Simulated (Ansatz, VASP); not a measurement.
**TiO2 in VASP and in Ansatz**

```xyz
6
Lattice="4.7517 0.0000 0.0000 0.0000 4.7517 0.0000 0.0000 0.0000 3.2010" Properties=species:S:1:pos:R:3 pbc="T T T"
Ti    0.0000    0.0000    0.0000
Ti    2.3758    2.3758    1.6005
O     1.4497    1.4497    0.0000
O     0.9261    3.8256    1.6005
O     3.3020    3.3020    0.0000
O     3.8256    0.9261    1.6005
```

Alike in both runs: task single point; functional PBE; k mesh 6 × 6 × 10; occupations gaussian, width 0.05 eV; no spin polarisation.

```csv
,VASP,Ansatz
version,VASP 6.6.1,Ansatz 0.2.0
potentials or method,"VASP PAW PBE potentials, release 64 (Ti_sv, O), cutoff 520 eV","scalar-relativistic, plane waves, PAW"
valence electrons in the cell,48,48
```

Ansatz gave:

- gap on the k mesh at the Fermi level (eV): 1.48
- least direct gap on the mesh (eV): 1.48
- pressure (GPa): -22.6
- traceless stress, the component that is largest in VASP (GPa): -10.04
- rms of the force components (eV/Å): 0.127

Question: What did VASP give for the same quantities?

Answer: gap on the k mesh at the Fermi level (eV): 1.46; least direct gap on the mesh (eV): 1.46; pressure (GPa): -22.2; traceless stress, the component that is largest in VASP (GPa): -9.91; rms of the force components (eV/Å): 0.124.

Atom by atom the forces differ by 0.003 eV/Å (rms over components).
